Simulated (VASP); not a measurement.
# Ba (P6_3/mmc) in VASP: a series of runs

The runs below take Ba through single point, relaxation of cell and atoms, with LDA.

All numbers are computed with VASP 6.6.1; they aren't measurements. Logs are shortened: lines on timing, memory, paths and dates and some standing lists are left out, and cuts for length are marked.

### Step 1. The cell of the first run

Symmetry: P6_3/mmc, No. 194, hexagonal system. The conventional cell has a = 3.996 Å, b = 3.996 Å, c = 6.229 Å, α = 90.00°, β = 90.00°, γ = 120.00°. Within 5.1 Å of Ba (site symmetry -6m2) lie 12 Ba at 3.88 to 4.00 Å.

This isn't the form of Ba at room conditions, which is bcc.

### Step 2. Single point, LDA

Input file INCAR:

```
PREC     = Accurate       # precision mode
ENCUT    = 500            # plane-wave cutoff, eV
EDIFF    = 1E-6           # SCF threshold, eV
ISMEAR   = -1             # smearing method
SIGMA    = 0.05           # smearing width, eV
LREAL    = False          # projectors in reciprocal space
LASPH    = True           # aspherical terms in the spheres
NELM     = 120            # most SCF steps
ALGO     = Normal         # electronic algorithm
ISIF     = 2              # what is computed and relaxed
LWAVE    = False          # write WAVECAR
LCHARG   = False          # write CHGCAR
NBANDS   = 17             # bands
GGA_COMPAT= False
```

Input file KPOINTS:

```
regular mesh
0
Gamma
  11 11 6
```

Input file POSCAR:

```
Ba
1.0
    3.9955106787      0.0000000000      0.0000000000
   -1.9977553394      3.4602137488      0.0000000000
    0.0000000000      0.0000000000      6.2288122045
Ba
2
Direct
    0.3333333333      0.6666666667      0.2500000000
    0.6666666667      0.3333333333      0.7500000000
```

Potentials or basis: VASP PAW LDA potentials, release 64 (Ba_sv).

On the command line:

```bash
$ cat potpaw_LDA.64/Ba_sv/POTCAR > POTCAR
$ mpirun -np 1 vasp_std > vasp.out
```

OUTCAR:

```text
PREC = Accurate
   ENCUT = 500
   EDIFF = 1E-6
   ISMEAR = -1
   LREAL = False
   LASPH = True
   NELM = 120
   ISIF = 2

 ion  position               nearest neighbor table
   1  0.333  0.667  0.250-   2 3.88   2 3.88   2 3.88   2 3.88   2 3.88   2 3.88
   2  0.667  0.333  0.750-   1 3.88   1 3.88   1 3.88   1 3.88   1 3.88   1 3.88

  LATTYP: Found a hexagonal cell.
 ALAT       =     3.9955106787
 C/A-ratio  =     1.5589527110

  Lattice vectors:

 A1 = (   3.9955106787,   0.0000000000,   0.0000000000)
 A2 = (  -1.9977553394,   3.4602137488,   0.0000000000)
 A3 = (   0.0000000000,   0.0000000000,   6.2288122045)

Analysis of symmetry for initial positions (statically):
=====================================================================
 Subroutine PRICEL returns:
 Original cell was already a primitive cell.

 Routine SETGRP: Setting up the symmetry group for a
 hexagonal supercell.

 Subroutine GETGRP returns: Found 24 space group operations
 (whereof 12 operations were pure point group operations)
 out of a pool of 24 trial point group operations.

The static configuration has the point symmetry D_3d.
 The point group associated with its full space group is D_6h.

Analysis of symmetry for dynamics (positions and initial velocities):
=====================================================================
 Subroutine PRICEL returns:
 Original cell was already a primitive cell.

 Routine SETGRP: Setting up the symmetry group for a
 hexagonal supercell.

 Subroutine GETGRP returns: Found 24 space group operations
 (whereof 12 operations were pure point group operations)
 out of a pool of 24 trial point group operations.

The dynamic configuration has the point symmetry D_3d.
 The point group associated with its full space group is D_6h.

 Subroutine INISYM returns: Found 24 space group operations
 (whereof 12 operations are pure point group operations),
 and found     1 'primitive' translations

----------------------------------------------------------------------------------------

                                     Primitive cell

  volume of cell :      86.1153

  direct lattice vectors                    reciprocal lattice vectors
     3.995510679  0.000000000  0.000000000     0.250280898  0.144499744  0.000000000
    -1.997755339  3.460213749  0.000000000     0.000000000  0.288999487  0.000000000
     0.000000000  0.000000000  6.228812204     0.000000000  0.000000000  0.160544253

  length of vectors
     3.995510679  3.995510679  6.228812204     0.288999487  0.288999487  0.160544253

  position of ions in fractional coordinates (direct lattice)
     0.333333333  0.666666667  0.250000000
     0.666666667  0.333333333  0.750000000

  ion indices of the primitive-cell ions
   primitive index   ion index
                 1           1
                 2           2

----------------------------------------------------------------------------------------

 KPOINTS: regular mesh

Automatic generation of k-mesh.
 Grid dimensions read from file:
 generate k-points for:   11   11    6

 Generating k-lattice:

  Cartesian coordinates                     Fractional coordinates (reciprocal lattice)
     0.022752809  0.013136340  0.000000000     0.090909091  0.000000000  0.000000000
     0.000000000  0.026272681  0.000000000     0.000000000  0.090909091  0.000000000
     0.000000000  0.000000000  0.026757375     0.000000000  0.000000000  0.166666667

  Length of vectors
     0.026272681  0.026272681  0.026757375

  Shift w.r.t. Gamma in fractional coordinates (k-lattice)
     0.000000000  0.000000000  0.000000000

 Subroutine IBZKPT returns following result:
 ===========================================

 Found     64 irreducible k-points:

 Following reciprocal coordinates:
            Coordinates               Weight
  0.000000  0.000000  0.000000      1.000000
  0.090909  0.000000  0.000000      6.000000
  0.181818  0.000000  0.000000      6.000000
  0.272727  0.000000  0.000000      6.000000
  0.363636 -0.000000  0.000000      6.000000
  0.454545  0.000000  0.000000      6.000000
[... 16 lines left out ...]
  0.090909  0.090909  0.166667     12.000000
  0.181818  0.090909  0.166667     24.000000
 [... further k-points ...]
   k-points           NKPTS =     64   k-points in BZ     NKDIM =     64   number of bands    NBANDS=     17
   number of dos      NEDOS =    301   number of ions     NIONS =      2
   total plane-waves  NPLWV =  43200
   dimension x,y,z NGX =    30 NGY =   30 NGZ =   48
   dimension x,y,z NGXF=    60 NGYF=   60 NGZF=   96
   ions per type =               2
   NGX,Y,Z   is equivalent  to a cutoff of  12.48, 12.48, 12.81 a.u.
   NGXF,Y,Z  is equivalent  to a cutoff of  24.96, 24.96, 25.62 a.u.
 SYSTEM =  unknown system
   PREC   = accura    normal or accurate (medium, high low for compatibility)
   ISTART =      0    job   : 0-new  1-cont  2-samecut
   ICHARG =      2    charge: 1-file 2-atom 10-const
[... 101 lines left out ...]
      3     -11.1869      2.00000
      4     -10.8175      2.00000
      5     -10.5761      2.00000
      6     -10.4051      2.00000
[... 9 lines left out ...]
     16       6.5297      0.00000
     17       6.8926      0.00000

 k-point     5 :       0.3636   -0.0000    0.0000
  band No.  band energies     occupation
      1     -25.3080      2.00000
      2     -25.1871      2.00000
      3     -11.0698      2.00000
      4     -11.0091      2.00000
      5     -10.8038      2.00000
      6     -10.4803      2.00000
[... 9 lines left out ...]
     16       7.6798      0.00000
     17       7.9210      0.00000

 k-point     6 :       0.4545    0.0000    0.0000
  band No.  band energies     occupation
      1     -25.2721      2.00000
      2     -25.1890      2.00000
      3     -11.2146      2.00000
      4     -10.9320      2.00000
      5     -10.8636      2.00000
      6     -10.5231      2.00000
[... 9 lines left out ...]
     16       8.8299      0.00000
     17       9.2553      0.00000

 k-point     7 :       0.0909    0.0909    0.0000
  band No.  band energies     occupation
      1     -25.4187      2.00000
      2     -25.2087      2.00000
      3     -11.3734      2.00000
      4     -10.4380      2.00000
      5     -10.3500      2.00000
      6     -10.1914      2.00000
[... 9 lines left out ...]
     16       5.9203      0.00000
     17       5.9964      0.00000

 k-point     8 :       0.1818    0.0909    0.0000
  band No.  band energies     occupation
      1     -25.3767      2.00000
      2     -25.1970      2.00000
      3     -11.2454      2.00000
      4     -10.6738      2.00000
      5     -10.5468      2.00000
      6     -10.3247      2.00000
[... 9 lines left out ...]
     16       6.2619      0.00000
     17       6.3772      0.00000
[... 203 lines left out ...]
      1     -25.3944      2.00000
      2     -25.2193      2.00000
      3     -11.2786      2.00000
      4     -10.5016      2.00000
      5     -10.3803      2.00000
      6     -10.2989      2.00000
[... 9 lines left out ...]
     16       5.9443      0.00000
     17       6.3543      0.00000

 k-point    20 :       0.2727    0.0000    0.1667
  band No.  band energies     occupation
      1     -25.3478      2.00000
      2     -25.2045      2.00000
      3     -11.1869      2.00000
      4     -10.7571      2.00000
      5     -10.6307      2.00000
      6     -10.3833      2.00000
[... 9 lines left out ...]
     16       6.6080      0.00000
     17       7.0367      0.00000

 k-point    21 :       0.3636   -0.0000    0.1667
  band No.  band energies     occupation
      1     -25.3000      2.00000
      2     -25.1953      2.00000
      3     -11.1993      2.00000
      4     -10.9270      2.00000
      5     -10.7674      2.00000
      6     -10.4563      2.00000
[... 9 lines left out ...]
     16       7.6559      0.00000
     17       7.8632      0.00000

 k-point    22 :       0.4545    0.0000    0.1667
  band No.  band energies     occupation
      1     -25.2666      2.00000
      2     -25.1945      2.00000
      3     -11.2889      2.00000
      4     -11.0302      2.00000
      5     -10.7219      2.00000
      6     -10.4980      2.00000
[... 9 lines left out ...]
     16       8.5441      0.00000
     17       8.8810      0.00000

 k-point    23 :       0.0909    0.0909    0.1667
  band No.  band energies     occupation
      1     -25.4050      2.00000
      2     -25.2232      2.00000
      3     -11.3032      2.00000
      4     -10.4095      2.00000
      5     -10.3654      2.00000
      6     -10.2422      2.00000
[... 9 lines left out ...]
     16       5.8681      0.00000
     17       6.2812      0.00000

 k-point    24 :       0.1818    0.0909    0.1667
  band No.  band energies     occupation
      1     -25.3649      2.00000
      2     -25.2094      2.00000
      3     -11.2130      2.00000
      4     -10.6429      2.00000
      5     -10.5659      2.00000
      6     -10.3464      2.00000
[... 9 lines left out ...]
     16       6.2848      0.00000
     17       6.6014      0.00000

 [... further k-points ...]

------------------------ aborting loop because EDIFF is reached ----------------------------------------

  FORCE on cell =-STRESS in cart. coord.  units (eV):
  Direction    XX          YY          ZZ          XY          YZ          ZX
  --------------------------------------------------------------------------------------
  -------------------------------------------------------------------------------------
  Total        1.4144023      1.4144023      1.4474566     -0.0000000     -0.0000000      0.0000000
  in kB       26.3149820     26.3149820     26.9299570     -0.0000000     -0.0000000      0.0000000
  external PRESSURE =      26.5199737 kB  Pullay stress =       0.0000000 kB

 VOLUME and BASIS-vectors are now :
 -----------------------------------------------------------------------------
  energy-cutoff  :      500.00
  volume of cell :       86.12
      direct lattice vectors                 reciprocal lattice vectors
     3.995510679  0.000000000  0.000000000     0.250280898  0.144499744  0.000000000
    -1.997755339  3.460213749  0.000000000     0.000000000  0.288999487  0.000000000
     0.000000000  0.000000000  6.228812204     0.000000000  0.000000000  0.160544253

 POSITION                                       TOTAL-FORCE (eV/Angst)
 -----------------------------------------------------------------------------------
     -0.00000      2.30681      1.55720         0.000000      0.000000      0.000000
      1.99776      1.15340      4.67161        -0.000000     -0.000000      0.000000
 -----------------------------------------------------------------------------------
    total drift:                                0.000000     -0.000000      0.000000

  FREE ENERGIE OF THE ION-ELECTRON SYSTEM (eV)
  ---------------------------------------------------
  free  energy   TOTEN  =        -4.3463445749 eV

  energy  without entropy=       -4.3325845728  energy(sigma->0) =       -4.33946457
```

Wall time 35 s (1 thread of Intel Xeon 6975P-C (Granite Rapids), shared host); peak memory 0.21 GiB.

What came out:

* Free energy: -4.3463 eV
* Pressure: 2.7 GPa
* Band gap on the k mesh: zero (bands 10 and 11 overlap by 0.76 eV)

Levels at points of the mesh, in eV from the Fermi level:
```
           k point  band 7  band 8  band 9  band 10  band 11  band 12  band 13  band 14
(0.00, 0.00, 0.00)  -12.94  -12.87   -2.77    -1.24     1.94     1.94     2.35     2.70
(0.00, 0.00, 0.50)  -13.06  -13.06   -1.40    -1.40     1.51     1.51     1.85     1.85
```

Caveat: spin-orbit coupling is left out, which moves the levels of the heavy elements.

### Step 3. Relaxation of cell and atoms, LDA, target pressure 2.3 GPa, at which the enthalpy is minimised

Input file INCAR:

```
ALGO     = Normal         # electronic algorithm
EDIFF    = 1E-7           # SCF threshold, eV
EDIFFG   = -0.005         # ionic threshold
ENCUT    = 500            # plane-wave cutoff, eV
GGA      = CA             # functional
GGA_COMPAT= F            
IBRION   = 2              # ionic algorithm
ISIF     = 3              # what is computed and relaxed
ISMEAR   = -1             # smearing method
LASPH    = T              # aspherical terms in the spheres
LCHARG   = F              # write CHGCAR
LREAL    = F              # projectors in reciprocal space
LWAVE    = F              # write WAVECAR
NELM     = 120            # most SCF steps
NELMIN   = 4            
NSW      = 32             # ionic steps
PREC     = Accurate       # precision mode
PSTRESS  = 23.0         
SIGMA    = 0.05           # smearing width, eV
```

Input file KPOINTS:

```
k-points
0
Gamma
  11 11 6
```

POSCAR is that of step 2.

Potentials or basis: VASP PAW LDA potentials, release 64 (Ba_sv).

On the command line:

```bash
$ cat potpaw_LDA.64/Ba_sv/POTCAR > POTCAR
$ mpirun -np 1 vasp_std > vasp.out
```

It took 86 s on 1 thread of Intel Xeon 6975P-C (Granite Rapids), shared host; peak memory 0.21 GiB.

The run converged. Its results:

```yaml
Free_energy: -4.3787 eV
Relaxed_volume: 44.10 Å³/atom
Relaxed_cell: a = 4.018 Å, b = 4.018 Å, c = 6.308 Å, α = 90.00°, β = 90.00°, γ = 120.00°
Space_group_after_relaxing_to_0.1_Å: P6_3/mmc (No. 194)
Energy_change_on_relaxing_the_run_minimises_the_enthalpy: -16.2 meV/atom
Ionic_steps: 5
Pressure_after_relaxing: 2.3 GPa
Band_gap_on_the_k_mesh: zero (bands 10 and 11 overlap by 0.77 eV)
```

Step by step:
```csv
step,energy change (eV),largest force (eV/Å),pressure (GPa),volume (Å³)
1,0.0000,0.0000,2.65,86.12
2,-0.0188,0.0000,2.44,87.30
3,-0.0311,0.0000,2.30,88.13
4,-0.0316,0.0000,2.30,88.16
5,-0.0324,0.0000,2.30,88.21
```

Final structure:
```yaml
crystal:
  lattice:
    - [4.01836, 0.00000, 0.00000]
    - [-2.00918, 3.48000, 0.00000]
    - [0.00000, 0.00000, 6.30773]
  atoms:
    - { symbol: Ba, position: [0.33333, 0.66667, 0.25000] }
    - { symbol: Ba, position: [0.66667, 0.33333, 0.75000] }
```

Levels at points of the mesh, in eV from the Fermi level:
```csv
k point,band 8,band 9,band 10,band 11,band 12,band 13
"(0.00, 0.00, 0.00)",-12.94,-2.79,-1.21,1.94,1.94,2.28
"(0.00, 0.00, 0.50)",-13.10,-1.45,-1.45,1.45,1.45,1.86
```

Caveat: the cell is relaxed towards a set pressure, so the run minimises the enthalpy, not the energy; spin-orbit coupling is left out, which moves the levels of the heavy elements.

### Step 4. Relaxation of cell and atoms, LDA, target pressure 2.3 GPa, at which the enthalpy is minimised

This run uses another cell than the first one, of 43.71 Å³/atom.

Input file INCAR:

```
PREC = Accurate ; ENCUT = 500
EDIFF = 1E-7 ; ISMEAR = -1
SIGMA = 0.05 ; LREAL = F
LASPH = T ; NELM = 120
ALGO = Normal ; ISIF = 3
LWAVE = F ; LCHARG = F
IBRION = 2 ; NSW = 60
EDIFFG = -0.005 ; PSTRESS = 23.0
GGA_COMPAT = F ; NELMIN = 4
```

Input file KPOINTS:

```
Automatic mesh
0
Gamma
  11 11 6
```

Input file POSCAR:

```
Ba
1.0
    3.9644793935      0.0000000000      0.0000000000
   -1.9822396968      3.4333398676      0.0000000000
    0.0000000000      0.0000000000      6.4224566175
Ba
2
Direct
    0.3333333333      0.6666666667      0.2500000000
    0.6666666667      0.3333333333      0.7500000000
```

On the command line:

```bash
$ cat potpaw_LDA.64/Ba_sv/POTCAR > POTCAR
$ mpirun -np 1 vasp_std > vasp.out
```

It took 97 s on 1 thread of Intel Xeon 6975P-C (Granite Rapids), shared host; peak memory 0.21 GiB.

It converged, with:

```yaml
Free_energy: -4.3774 eV
Relaxed_volume: 44.06 Å³/atom
Relaxed_cell: a = 4.018 Å, b = 4.018 Å, c = 6.304 Å, α = 90.00°, β = 90.00°, γ = 120.00°
Space_group_after_relaxing_to_0.1_Å: P6_3/mmc (No. 194)
Energy_change_on_relaxing_the_run_minimises_the_enthalpy: -8.0 meV/atom
Ionic_steps: 5
Pressure_after_relaxing: 2.3 GPa
Band_gap_on_the_k_mesh: zero (bands 10 and 11 overlap by 0.77 eV)
```

Step by step:
```
step  energy change (eV)  largest force (eV/Å)  pressure (GPa)  volume (Å³)
   1              0.0000                0.0000            2.56        87.42
   2             -0.0172                0.0000            2.35        88.33
   3             -0.0299                0.0000            2.17        89.13
   4             -0.0238                0.0000            2.23        88.68
   5             -0.0160                0.0000            2.31        88.12
```

Final structure:
```
Ba
1.0
     4.01763    0.00000    0.00000
    -2.00881    3.47937    0.00000
     0.00000    0.00000    6.30353
Ba
2
Cartesian
  0.0000 2.3196 1.5759
  2.0088 1.1598 4.7276
```

Levels at points of the mesh, in eV from the Fermi level:
```
           k point  band 7  band 8  band 9  band 10  band 11  band 12  band 13  band 14
(0.00, 0.00, 0.00)  -12.99  -12.93   -2.79    -1.22     1.94     1.94     2.28     2.66
(0.00, 0.00, 0.50)  -13.10  -13.10   -1.45    -1.45     1.46     1.46     1.86     1.86
```

Caveat: the cell is relaxed towards a set pressure, so the run minimises the enthalpy, not the energy; spin-orbit coupling is left out, which moves the levels of the heavy elements.

### Step 5. The runs side by side

| task | cell | gap on the mesh (eV) | pressure (GPa) |
| --- | --- | --- | --- |
| single point | a = 3.996, b = 3.996, c = 6.229 Å, angles 90.0, 90.0, 120.0°, 2 atoms | none | 2.7 |
| relaxation of cell and atoms | relaxed to 2.3 GPa from a = 3.996, b = 3.996, c = 6.229 Å, angles 90.0, 90.0, 120.0°, 2 atoms | none | 2.3 |
| relaxation of cell and atoms | relaxed to 2.3 GPa from a = 3.964, b = 3.964, c = 6.422 Å, angles 90.0, 90.0, 120.0°, 2 atoms | none | 2.3 |

Alike in all rows: level LDA; potentials or basis VASP PAW LDA potentials, release 64 (Ba_sv); no spin polarisation; k mesh 11 × 11 × 6; cutoff (eV) 500; smearing fermi-dirac 0.05 eV.

Caveats: spin-orbit coupling is left out, which moves the levels of the heavy elements; the cell is relaxed towards a set pressure, so the run minimises the enthalpy, not the energy (at least some runs).

Total energies depend on the potentials used, so only differences within one code and one set of settings carry meaning.
